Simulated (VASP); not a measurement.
# BiB (rocksalt type) (Fm-3m) in VASP: further runs

The runs below take BiB (rocksalt type) through single point, with LDA, PBE.

All numbers are computed with VASP 6.6.1; they aren't measurements. Logs are shortened: lines on timing, memory, paths and dates and some standing lists are left out, and cuts for length are marked.

**1. The cell of the first run**

It takes space group Fm-3m (No. 225, cubic). The conventional cell has a = 5.205 Å, b = 5.205 Å, c = 5.205 Å, α = 90.00°, β = 90.00°, γ = 90.00°. Within 3.4 Å of B (site symmetry m-3m) lie 6 Bi at 2.60 Å. Bi (site symmetry m-3m) has 6 B at 2.60 Å within 3.4 Å.

**2. Single point, LDA (functional lda, volume scaled by 0.96)**

The input, INCAR:

```
SYSTEM = BiB
PREC = Accurate
ENCUT = 520
EDIFF = 1E-6
ISMEAR = -1
SIGMA = 0.05
LREAL = .False.
LASPH = .True.
NELM = 100
ALGO = Normal
ISIF = 2
LWAVE = .False.
LCHARG = .False.
NBANDS = 16
```

The input, KPOINTS:

```
regular mesh
0
Gamma
  12 12 12
  0 0 0
```

The input, POSCAR:

```
BiB
1.0
    0.0000000000      2.6024212825      2.6024212825
    2.6024212825      0.0000000000      2.6024212825
    2.6024212825      2.6024212825      0.0000000000
B Bi
1 1
Direct
    0.0000000000      0.0000000000      0.0000000000
    0.5000000000      0.5000000000      0.5000000000
```

Potentials or basis: VASP PAW LDA potentials, release 64 (B, Bi_d).

Launch:

```sh
> cat potpaw_LDA.64/B/POTCAR potpaw_LDA.64/Bi_d/POTCAR > POTCAR
> mpirun -np 1 vasp_std > vasp.out
```

OUTCAR:

```text
SYSTEM = BiB
   PREC = Accurate
   ENCUT = 520
   EDIFF = 1E-6
   ISMEAR = -1
   LREAL = .False.
   LASPH = .True.
   NELM = 100
   ISIF = 2

 ion  position               nearest neighbor table
   1  0.000  0.000  0.000-   2 2.60   2 2.60   2 2.60   2 2.60   2 2.60   2 2.60
   2  0.500  0.500  0.500-   1 2.60   1 2.60   1 2.60   1 2.60   1 2.60   1 2.60

  LATTYP: Found a face centered cubic cell.
 ALAT       =     5.2048425650

  Lattice vectors:

 A1 = (   0.0000000000,   2.6024212825,   2.6024212825)
 A2 = (   2.6024212825,   0.0000000000,   2.6024212825)
 A3 = (   2.6024212825,   2.6024212825,   0.0000000000)

Analysis of symmetry for initial positions (statically):
=====================================================================
 Subroutine PRICEL returns:
 Original cell was already a primitive cell.

 Routine SETGRP: Setting up the symmetry group for a
 face centered cubic supercell.

 Subroutine GETGRP returns: Found 48 space group operations
 (whereof 48 operations were pure point group operations)
 out of a pool of 48 trial point group operations.

The static configuration has the point symmetry O_h .

Analysis of symmetry for dynamics (positions and initial velocities):
=====================================================================
 Subroutine PRICEL returns:
 Original cell was already a primitive cell.

 Routine SETGRP: Setting up the symmetry group for a
 face centered cubic supercell.

 Subroutine GETGRP returns: Found 48 space group operations
 (whereof 48 operations were pure point group operations)
 out of a pool of 48 trial point group operations.

The dynamic configuration has the point symmetry O_h .

 Subroutine INISYM returns: Found 48 space group operations
 (whereof 48 operations are pure point group operations),
 and found     1 'primitive' translations

----------------------------------------------------------------------------------------

                                     Primitive cell

  volume of cell :      35.2503

  direct lattice vectors                    reciprocal lattice vectors
     0.000000000  2.602421282  2.602421282    -0.192128770  0.192128770  0.192128770
     2.602421282  0.000000000  2.602421282     0.192128770 -0.192128770  0.192128770
     2.602421282  2.602421282  0.000000000     0.192128770  0.192128770 -0.192128770

  length of vectors
     3.680379473  3.680379473  3.680379473     0.332776791  0.332776791  0.332776791

  position of ions in fractional coordinates (direct lattice)
     0.000000000  0.000000000  0.000000000
     0.500000000  0.500000000  0.500000000

  ion indices of the primitive-cell ions
   primitive index   ion index
                 1           1
                 2           2

----------------------------------------------------------------------------------------

 KPOINTS: regular mesh

Automatic generation of k-mesh.
 Grid dimensions read from file:
 generate k-points for:   12   12   12

 Generating k-lattice:

  Cartesian coordinates                     Fractional coordinates (reciprocal lattice)
    -0.016010731  0.016010731  0.016010731     0.083333333  0.000000000  0.000000000
     0.016010731 -0.016010731  0.016010731     0.000000000  0.083333333  0.000000000
     0.016010731  0.016010731 -0.016010731     0.000000000  0.000000000  0.083333333

  Length of vectors
     0.027731399  0.027731399  0.027731399

  Shift w.r.t. Gamma in fractional coordinates (k-lattice)
     0.000000000  0.000000000  0.000000000

 Subroutine IBZKPT returns following result:
 ===========================================

 Found     72 irreducible k-points:

 Following reciprocal coordinates:
            Coordinates               Weight
  0.000000  0.000000  0.000000      1.000000
  0.083333  0.000000  0.000000      8.000000
  0.166667  0.000000  0.000000      8.000000
  0.250000  0.000000  0.000000      8.000000
  0.333333  0.000000  0.000000      8.000000
  0.416667  0.000000  0.000000      8.000000
[... 16 lines left out ...]
  0.500000  0.166667  0.000000     24.000000
 -0.416667  0.166667  0.000000     24.000000
 [... further k-points ...]
   k-points           NKPTS =     72   k-points in BZ     NKDIM =     72   number of bands    NBANDS=     16
   number of dos      NEDOS =    301   number of ions     NIONS =      2
   total plane-waves  NPLWV =  21952
   dimension x,y,z NGX =    28 NGY =   28 NGZ =   28
   dimension x,y,z NGXF=    56 NGYF=   56 NGZF=   56
   ions per type =               1   1
   NGX,Y,Z   is equivalent  to a cutoff of  12.65, 12.65, 12.65 a.u.
   NGXF,Y,Z  is equivalent  to a cutoff of  25.30, 25.30, 25.30 a.u.
 SYSTEM =  BiB
   PREC   = accura    normal or accurate (medium, high low for compatibility)
   ISTART =      0    job   : 0-new  1-cont  2-samecut
   ICHARG =      2    charge: 1-file 2-atom 10-const
   ISPIN  =      1    spin polarized calculation?
   LNONCOLLINEAR =      F non collinear calculations
   LSORBIT =      F    spin-orbit coupling
   LASPH  =      T    aspherical Exc in radial PAW
   ENCUT  =  520.0 eV  38.22 Ry    6.18 a.u.   6.84  6.84  6.84*2*pi/ulx,y,z
   NELM   =    100;   NELMIN=  2; NELMDL= -5     # of ELM steps
   EDIFF  = 0.1E-05   stopping-criterion for ELM
   LREAL  =      F    real-space projection
   EDIFFG = 0.1E-04   stopping-criterion for IOM
   NSW    =      0    number of steps for IOM
   IBRION =     -1    ionic relax: 0-MD 1-quasi-New 2-CG
   NFREE  =      0    steps in history (QN), initial steepest desc. (CG)
   ISIF   =      2    stress and relaxation
   ISYM   =      2    0-nonsym 1-usesym 2-fastsym
   POTIM  = 0.5000    time-step for ionic-motion
   TEBEG  =    0.0;   TEEND  =   0.0 temperature during run
   PSTRESS=    0.0 pullay stress
   NELECT =      18.0000    total number of electrons
   NUPDOWN=      -1.0000    fix difference up-down
   EMIN   =  10.00;   EMAX   =-10.00  energy-range for DOS
   EFERMI =   0.00;   METHOD = LEGACY
   ISMEAR =    -1;   SIGMA  =   0.05  broadening in eV -4-tet -1-fermi 0-gaus
   EFERMI_NEDOS =   21; number of points for ismear=-14 and -15
   IALGO  =     38    algorithm
   IMIX   =      4    mixing-type and parameters
     AMIX     =   0.40;   BMIX     =  1.00
     AMIX_MAG =   1.60;   BMIX_MAG =  1.00
  volume/ion in A,a.u.               =      17.63       118.94
  Fermi-wavevector in a.u.,A,eV,Ry     =   1.308513  2.472731 23.295983  1.712206
  Thomas-Fermi vector in A             =   2.439175
   LORBIT       =      0    0 simple, 1 ext, 2 COOP (PROOUT), +10 PAW based schemes
   GGA     = CA    functional components
   LHFCALC =     F    Hartree Fock is set to
   AEXX    =    0.0000 exact exchange contribution
   IVDW    =     0    specifies the selected vdW correction
   LEPSILON=     F    determine dielectric tensor
   LRPA    =     F    only Hartree local field effects (RPA)
 non-spin polarized calculation
  energy-cutoff  :      520.00
  volume of cell :       35.25
 maximum number of plane-waves:       960
   NGX = 13   NGY = 13   NGZ = 13

 number of electron      18.0000007 magnetization

 Free energy of the ion-electron system (eV)
  ---------------------------------------------------
  ext. energy  EPLUGINS =         0.00000000
  ---------------------------------------------------
  free energy    TOTEN  =        -9.66178394 eV

  energy without entropy =       -9.65314255  energy(sigma->0) =       -9.65746324

 E-fermi :   8.4787     XC(G=0): -11.3076

 val. band max:        8.4708951044   @ k =   0.1667   0.0000   0.0000
 cond. band min:       8.4851756540   @ k =  -0.1667   0.2500   0.0833
 fundamental gap:      0.0142805496
 Fermi energy:         8.4787055826

 k-point     1 :       0.0000    0.0000    0.0000
  band No.  band energies     occupation
      1     -14.3276      2.00000
      2     -14.3276      2.00000
      3     -14.3276      2.00000
      4     -14.2965      2.00000
      5     -14.2965      2.00000
      6      -5.9577      2.00000
[... 8 lines left out ...]
     15      17.0306      0.00000
     16      17.0306      0.00000

 k-point     2 :       0.0833    0.0000    0.0000
  band No.  band energies     occupation
      1     -14.3270      2.00000
      2     -14.3240      2.00000
      3     -14.3240      2.00000
      4     -14.2972      2.00000
      5     -14.2972      2.00000
      6      -5.8469      2.00000
[... 8 lines left out ...]
     15      17.2696      0.00000
     16      17.2696      0.00000

 k-point     3 :       0.1667    0.0000    0.0000
  band No.  band energies     occupation
      1     -14.3253      2.00000
      2     -14.3211      2.00000
      3     -14.3211      2.00000
      4     -14.2921      2.00000
      5     -14.2921      2.00000
      6      -5.5167      2.00000
[... 8 lines left out ...]
     15      17.8519      0.00000
     16      17.8519      0.00000

 k-point     4 :       0.2500    0.0000    0.0000
  band No.  band energies     occupation
      1     -14.3279      2.00000
      2     -14.3279      2.00000
      3     -14.3236      2.00000
      4     -14.2743      2.00000
      5     -14.2743      2.00000
      6      -4.9770      2.00000
[... 8 lines left out ...]
     15      18.7107      0.00000
     16      18.7107      0.00000

 k-point     5 :       0.3333    0.0000    0.0000
  band No.  band energies     occupation
      1     -14.3377      2.00000
      2     -14.3377      2.00000
      3     -14.3222      2.00000
      4     -14.2534      2.00000
      5     -14.2534      2.00000
      6      -4.2594      2.00000
[... 8 lines left out ...]
     15      19.8226      0.00000
     16      19.8226      0.00000

 k-point     6 :       0.4167    0.0000    0.0000
  band No.  band energies     occupation
      1     -14.3453      2.00000
      2     -14.3453      2.00000
      3     -14.3216      2.00000
      4     -14.2376      2.00000
      5     -14.2376      2.00000
      6      -3.4752      2.00000
[... 8 lines left out ...]
     15      21.1233      0.00000
     16      21.1233      0.00000

 k-point     7 :       0.5000    0.0000    0.0000
  band No.  band energies     occupation
      1     -14.3481      2.00000
      2     -14.3481      2.00000
      3     -14.3214      2.00000
      4     -14.2318      2.00000
      5     -14.2318      2.00000
      6      -3.0420      2.00000
[... 8 lines left out ...]
     15      22.1184      0.00000
     16      22.1184      0.00000

 k-point     8 :       0.0833    0.0833    0.0000
  band No.  band energies     occupation
      1     -14.3311      2.00000
      2     -14.3200      2.00000
      3     -14.3200      2.00000
      4     -14.3029      2.00000
      5     -14.2932      2.00000
      6      -5.8099      2.00000
[... 8 lines left out ...]
     15      17.7862      0.00000
     16      17.7862      0.00000

 k-point     9 :       0.1667    0.0833    0.0000
  band No.  band energies     occupation
      1     -14.3323      2.00000
      2     -14.3162      2.00000
      3     -14.3136      2.00000
      4     -14.3041      2.00000
      5     -14.2872      2.00000
      6      -5.5525      2.00000
[... 8 lines left out ...]
     15      18.1071      0.00000
     16      18.5027      0.00000
[... 172 lines left out ...]
 k-point    19 :       0.1667    0.1667    0.0000
  band No.  band energies     occupation
      1     -14.3406      2.00000
      2     -14.3210      2.00000
      3     -14.2990      2.00000
      4     -14.2990      2.00000
      5     -14.2842      2.00000
      6      -5.3684      2.00000
[... 8 lines left out ...]
     15      19.4382      0.00000
     16      19.4382      0.00000

 k-point    20 :       0.2500    0.1667    0.0000
  band No.  band energies     occupation
      1     -14.3435      2.00000
      2     -14.3324      2.00000
      3     -14.2959      2.00000
      4     -14.2847      2.00000
      5     -14.2690      2.00000
      6      -4.9696      2.00000
[... 8 lines left out ...]
     15      19.8585      0.00000
     16      20.3229      0.00000

 k-point    21 :       0.3333    0.1667    0.0000
  band No.  band energies     occupation
      1     -14.3484      2.00000
      2     -14.3330      2.00000
      3     -14.3031      2.00000
      4     -14.2714      2.00000
      5     -14.2480      2.00000
      6      -4.3737      2.00000
[... 8 lines left out ...]
     15      20.2586      0.00000
     16      21.2688      0.00000

 k-point    22 :       0.4167    0.1667    0.0000
  band No.  band energies     occupation
      1     -14.3557      2.00000
      2     -14.3225      2.00000
      3     -14.3124      2.00000
      4     -14.2612      2.00000
      5     -14.2330      2.00000
      6      -3.6336      2.00000
[... 8 lines left out ...]
     15      20.8779      0.00000
     16      22.4017      0.00000

 k-point    23 :       0.5000    0.1667    0.0000
  band No.  band energies     occupation
      1     -14.3582      2.00000
      2     -14.3206      2.00000
      3     -14.3113      2.00000
      4     -14.2542      2.00000
      5     -14.2287      2.00000
      6      -2.9304      2.00000
[... 8 lines left out ...]
     15      21.0572      0.00000
     16      22.2189      0.00000

 k-point    24 :      -0.4167    0.1667    0.0000
  band No.  band energies     occupation
      1     -14.3547      2.00000
      2     -14.3255      2.00000
      3     -14.3056      2.00000
      4     -14.2493      2.00000
      5     -14.2364      2.00000
      6      -2.7906      2.00000
[... 8 lines left out ...]
     15      20.6264      0.00000
     16      20.7487      0.00000

 [... further k-points ...]

------------------------ aborting loop because EDIFF is reached ----------------------------------------

  FORCE on cell =-STRESS in cart. coord.  units (eV):
  Direction    XX          YY          ZZ          XY          YZ          ZX
  --------------------------------------------------------------------------------------
  -------------------------------------------------------------------------------------
  Total       -0.4093523     -0.4093523     -0.4093523      0.0000000     -0.0000000      0.0000000
  in kB      -18.6056552    -18.6056552    -18.6056552      0.0000000     -0.0000000      0.0000000
  external PRESSURE =     -18.6056552 kB  Pullay stress =       0.0000000 kB

 VOLUME and BASIS-vectors are now :
 -----------------------------------------------------------------------------
  energy-cutoff  :      520.00
  volume of cell :       35.25
      direct lattice vectors                 reciprocal lattice vectors
     0.000000000  2.602421282  2.602421282    -0.192128770  0.192128770  0.192128770
     2.602421282  0.000000000  2.602421282     0.192128770 -0.192128770  0.192128770
     2.602421282  2.602421282  0.000000000     0.192128770  0.192128770 -0.192128770

 POSITION                                       TOTAL-FORCE (eV/Angst)
 -----------------------------------------------------------------------------------
      0.00000      0.00000      0.00000         0.000000      0.000000      0.000000
      2.60242      2.60242      2.60242        -0.000000     -0.000000     -0.000000
 -----------------------------------------------------------------------------------
    total drift:                                0.000000      0.000000      0.000000

  FREE ENERGIE OF THE ION-ELECTRON SYSTEM (eV)
  ---------------------------------------------------
  free  energy   TOTEN  =        -9.6617839352 eV

  energy  without entropy=       -9.6531425452  energy(sigma->0) =       -9.65746324
```

Run time: 18 s. Hardware: 1 thread of Intel Xeon Platinum 8488C (Sapphire Rapids), shared host; peak memory 0.16 GiB.

Results:

```
Free energy            : -9.6618 eV
Pressure               : -1.9 GPa
Band gap on the k mesh : zero (band 9 reaches 9.62 eV, above the bottom of band 10 at 5.47 eV)
```

Caveat: the cell differs from its parent crystal (functional lda, volume scaled by 0.96); spin-orbit coupling is left out, which moves the levels of the heavy elements.

**3. Single point, PBE**

This run uses another cell than the first one, of 18.36 Å³/atom, 1.042 times its volume.

The input, INCAR:

```
ALGO = Normal ; EDIFF = 1E-7
ENCUT = 520 ; GGA = PE
ISIF = 2 ; ISMEAR = -1
LASPH = True ; LCHARG = False
LREAL = False ; LWAVE = False
NBANDS = 16 ; NELM = 100
PREC = Accurate ; SIGMA = 0.05
```

The input, KPOINTS:

```
k-points
0
Gamma
  12 12 12
```

The input, POSCAR:

```
BiB
1.0
    0.0000000000      2.6380753196      2.6380753196
    2.6380753196      0.0000000000      2.6380753196
    2.6380753196      2.6380753196      0.0000000000
B Bi
1 1
Direct
    0.0000000000      0.0000000000      0.0000000000
    0.5000000000      0.5000000000      0.5000000000
```

Potentials or basis: VASP PAW PBE potentials, release 64 (B, Bi_d).

Launch:

```sh
> cat potpaw_PBE.64/B/POTCAR potpaw_PBE.64/Bi_d/POTCAR > POTCAR
> mpirun -np 1 vasp_std > vasp.out
```

It took 21 s on 1 thread of Intel Xeon Platinum 8488C (Sapphire Rapids), shared host; peak memory 0.18 GiB.

It converged, with:

* Free energy: -8.1986 eV
* Pressure: 0.0 GPa
* Band gap on the k mesh: zero (band 9 reaches 9.24 eV, above the bottom of band 10 at 5.24 eV)

Levels at points of the mesh, in eV from the Fermi level:
```
           k point  band 6  band 7  band 8  band 9  band 10  band 11  band 12  band 13
(0.00, 0.00, 0.00)  -14.08   -0.06   -0.06   -0.06     0.01     6.55     6.55     6.55
(0.50, 0.00, 0.00)  -11.30   -8.27    1.06    1.06     1.88     1.88     2.81     2.82
(0.50, 0.50, 0.00)  -10.39   -6.07   -4.06   -2.84    -2.84     4.06     8.40     8.40
```

Caveat: spin-orbit coupling is left out, which moves the levels of the heavy elements.
